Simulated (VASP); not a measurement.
# MoS2 (C2/c) in VASP: further runs, part 2 of 2

VASP 6.6.1. Earlier steps stand in the parts before.

**4. Single point, PBE**

INCAR

```
SYSTEM = MoS2
  ALGO = Normal
  EDIFF = 1E-7
  ENCUT = 520
  GGA = PE
  ISIF = 2
  ISMEAR = 0
  LASPH = .True.
  LCHARG = .False.
  LREAL = .False.
  LWAVE = .False.
  NBANDS = 35
  NELM = 100
  PREC = Accurate
  SIGMA = 0.02
```

KPOINTS

```
k-points
0
Gamma
  12 12 2
  0 0 0
```

POSCAR

```
MoS2
1.0
    3.1850687718      0.0000000000      0.0000000000
   -1.5925343859      2.7583504691      0.0000000000
    1.1846402519      0.0000000000     14.8080031482
Mo S
2 4
Direct
    0.6675926898      0.3351853795      0.2500000000
    0.3324073102      0.6648146205      0.7500000000
    0.7049588453      0.3314893561      0.6444808465
    0.2950411547      0.6685106439      0.3555191535
    0.6265305109      0.3314893561      0.8555191535
    0.3734694891      0.6685106439      0.1444808465
```

Potentials or basis: VASP PAW PBE potentials, release 64 (Mo_sv, S).

Started as:

```sh
$ cat potpaw_PBE.64/Mo_sv/POTCAR potpaw_PBE.64/S/POTCAR > POTCAR
$ mpirun -np 1 vasp_std > vasp.out
```

OUTCAR:

```text
SYSTEM = MoS2
   EDIFF = 1E-7
   ENCUT = 520
   GGA = PE
   ISIF = 2
   ISMEAR = 0
   LASPH = .True.
   LREAL = .False.
   NELM = 100
   PREC = Accurate

 ion  position               nearest neighbor table
   1  0.668  0.335  0.250-   6 2.41   4 2.41   4 2.41   6 2.41   4 2.41   6 2.41
   2  0.332  0.665  0.750-   5 2.41   3 2.41   3 2.41   5 2.41   3 2.41   5 2.41
   3  0.705  0.331  0.644-   2 2.41   2 2.41   2 2.41
   4  0.295  0.669  0.356-   1 2.41   1 2.41   1 2.41
   5  0.627  0.331  0.856-   2 2.41   2 2.41   2 2.41
[... 1124 lines left out ...]
  -------------------------------------------------------------------------------------
  Total       -0.0726752     -0.0700597     -0.0928590      0.0000000      0.0000000     -0.0182542
  in kB       -0.8950183     -0.8628079     -1.1435885      0.0000000      0.0000000     -0.2248067
  external PRESSURE =      -0.9671382 kB  Pullay stress =       0.0000000 kB

 VOLUME and BASIS-vectors are now :
 -----------------------------------------------------------------------------
  energy-cutoff  :      520.00
  volume of cell :      130.10
      direct lattice vectors                 reciprocal lattice vectors
     3.185068772  0.000000000  0.000000000     0.313964963  0.181267756 -0.025117197
    -1.592534386  2.758350469  0.000000000     0.000000000  0.362535512  0.000000000
     1.184640252  0.000000000 14.808003148     0.000000000  0.000000000  0.067531050

 POSITION                                       TOTAL-FORCE (eV/Angst)
 -----------------------------------------------------------------------------------
      1.88869      0.92456      3.70200        -0.000000      0.000139      0.000000
      0.88848      1.83379     11.10600         0.000000     -0.000139      0.000000
      2.48091      0.91436      9.54347         0.000200     -0.000339      0.011114
      0.29626      1.84399      5.26453        -0.000200      0.000339     -0.011114
      2.48112      0.91436     12.66853        -0.000200     -0.000339     -0.011114
      0.29606      1.84399      2.13947         0.000200      0.000339      0.011114
 -----------------------------------------------------------------------------------
    total drift:                               -0.000000      0.000000      0.000000

  FREE ENERGIE OF THE ION-ELECTRON SYSTEM (eV)
  ---------------------------------------------------
  free  energy   TOTEN  =       -43.7147339306 eV

  energy  without entropy=      -43.7147339306  energy(sigma->0) =      -43.71473393
```

It took 4.2 min on 1 thread of Oxide Virtual Turin-like, shared host; peak memory 0.41 GiB.

What came out:

```
Free energy            : -43.7147 eV
Pressure               : -0.1 GPa
Largest force          : 0.011 eV/Å
Band gap on the k mesh : 1.46 eV (least direct gap 1.67 eV)
```

Forces in eV/Å, atoms in the order of the input:
```
Mo   0.000  0.000  0.000
Mo   0.000  0.000  0.000
S    0.000  0.000  0.011
S    0.000  0.000 -0.011
S    0.000  0.000 -0.011
S    0.000  0.000  0.011
```

Caveat: this functional lacks dispersion, which binds layers or chains, so the pressure and a relaxed spacing across them are unreliable.

**5. Single point, PBE (shear of c along a, cell held: +12.0 %, then relaxed in part)**

INCAR

```
PREC = Accurate ; ENCUT = 520
EDIFF = 1E-7 ; ISMEAR = 0
SIGMA = 0.02 ; LREAL = F
LASPH = T ; NELM = 80
ALGO = Normal ; ISIF = 2
LWAVE = F ; LCHARG = F
GGA = PE ; NBANDS = 35
```

KPOINTS

```
Automatic mesh
0
Gamma
  12 12 2
```

POSCAR

```
MoS2
1.0
    3.1850687718      0.0000000000      0.0000000000
   -1.5925343859      2.7583504691      0.0000000000
    1.7769603778      0.0000000000     14.8080031482
Mo S
2 4
Direct
    0.6686341515      0.3372683031      0.2500000000
    0.3313658485      0.6627316969      0.7500000000
    0.7235386541      0.3294134616      0.6444873456
    0.2764613459      0.6705865384      0.3555126544
    0.6058748075      0.3294134616      0.8555126544
    0.3941251925      0.6705865384      0.1444873456
```

Started as:

```sh
$ cat potpaw_PBE.64/Mo_sv/POTCAR potpaw_PBE.64/S/POTCAR > POTCAR
$ mpirun -np 1 vasp_std > vasp.out
```

Run time: 4.2 min. Hardware: 1 thread of Oxide Virtual Turin-like, shared host; peak memory 0.41 GiB.

Results (log left out):

- Free energy: -43.7141 eV
- Pressure: -0.1 GPa
- Largest force: 0.010 eV/Å
- Band gap on the k mesh: 1.45 eV (least direct gap 1.67 eV)

Forces in eV/Å, atoms in the order of the input:
```
Mo   0.000  0.000  0.000
Mo   0.000  0.000  0.000
S    0.000 -0.001  0.010
S    0.000  0.001 -0.010
S    0.000 -0.001 -0.010
S    0.000  0.001  0.010
```

Levels at points of the mesh, in eV from the valence-band top:
```csv
k point,band 23,band 24,band 25,band 26,band 27,band 28,band 29,band 30
"(0.00, 0.00, 0.00)",-1.71,-1.67,-0.40,0.00,2.55,2.55,2.55,2.55
"(0.50, 0.00, 0.00)",-1.19,-1.18,-0.84,-0.83,2.03,2.03,2.52,2.56
"(0.00, 0.50, 0.00)",-1.19,-1.19,-0.84,-0.83,2.03,2.03,2.51,2.57
"(0.00, 0.00, 0.50)",-1.71,-1.71,-0.17,-0.17,2.54,2.54,2.55,2.55
"(0.50, 0.00, 0.50)",-1.19,-1.19,-0.88,-0.80,2.03,2.03,2.53,2.55
"(0.00, 0.50, 0.50)",-1.19,-1.19,-0.84,-0.84,2.03,2.03,2.54,2.54
```

Caveat: the cell differs from its parent crystal (shear of c along a, cell held: +12.0 %, then relaxed in part); this functional lacks dispersion, which binds layers or chains, so the pressure and a relaxed spacing across them are unreliable.

**6. The runs side by side**

```csv
cell,gap on the mesh (eV),pressure (GPa),largest force (eV/Å)
"a = 3.185, b = 3.185, c = 14.820 Å, angles 91.1, 87.7, 120.0°, 6 atoms, atomic positions A",1.46,-0.1,0.01
"a = 3.185, b = 3.185, c = 14.835 Å, angles 91.7, 86.6, 120.0°, 6 atoms, atomic positions B",1.46,-0.1,0.01
"a = 3.185, b = 3.185, c = 14.855 Å, angles 92.3, 85.4, 120.0°, 6 atoms, atomic positions C",1.46,-0.1,0.01
"a = 3.185, b = 3.185, c = 14.914 Å, angles 93.4, 83.2, 120.0°, 6 atoms, atomic positions D",1.45,-0.1,0.01
```

Alike in all rows: task single point; level PBE; potentials or basis VASP PAW PBE potentials, release 64 (Mo_sv, S); no spin polarisation; k mesh 12 × 12 × 2; cutoff (eV) 520; smearing gaussian 0.02 eV.

Caveats: this functional lacks dispersion, which binds layers or chains, so the pressure and a relaxed spacing across them are unreliable.

Total energies depend on the potentials used, so only differences within one code and one set of settings carry meaning.
